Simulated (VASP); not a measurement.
Here is a VASP 6.6.1 calculation.

Contents of INCAR:

```
PREC = Accurate ; ENCUT = 600
EDIFF = 1E-6 ; ISMEAR = 0
SIGMA = 0.1 ; LREAL = F
LASPH = T ; NELM = 80
ALGO = Normal ; ISIF = 4
LWAVE = F ; LCHARG = F
GGA = PS ; IBRION = 2
NSW = 50 ; EDIFFG = -0.01
```

Contents of KPOINTS:

```
regular mesh
0
Gamma
  18 18 12
```

The input POSCAR:

```
MgB2
1.0
    3.0337867927      0.0000000000      0.0000000000
   -1.5168933963      2.6273364321      0.0000000000
    0.0000000000      0.0000000000      3.4597013696
Mg B
1 2
Direct
    0.0000000000      0.0000000000      0.0000000000
    0.3333333333      0.6666666667      0.5000000000
    0.6666666667      0.3333333333      0.5000000000
```

Potentials or basis: VASP PAW PBE potentials, release 64 (Mg, B).

The run is started by

```sh
$ cat potpaw_PBE.64/Mg/POTCAR potpaw_PBE.64/B/POTCAR > POTCAR
$ mpirun -np 1 vasp_std > vasp.out
```

Problem. Predict the band gap on the k mesh.

Solution. Zero (bands 4 and 5 overlap by 4.01 eV).

Final structure:
```cif
data_structure
_symmetry_space_group_name_H-M 'P 1'
_symmetry_Int_Tables_number 1
_cell_length_a 3.0401
_cell_length_b 3.0401
_cell_length_c 3.4453
_cell_angle_alpha 90.000
_cell_angle_beta 90.000
_cell_angle_gamma 120.000
_cell_volume 27.58
loop_
_atom_site_label
_atom_site_type_symbol
_atom_site_fract_x
_atom_site_fract_y
_atom_site_fract_z
_atom_site_occupancy
Mg1 Mg 0.00000 0.00000 0.00000 1
B1 B 0.33333 0.66667 0.50000 1
B2 B 0.66667 0.33333 0.50000 1
```
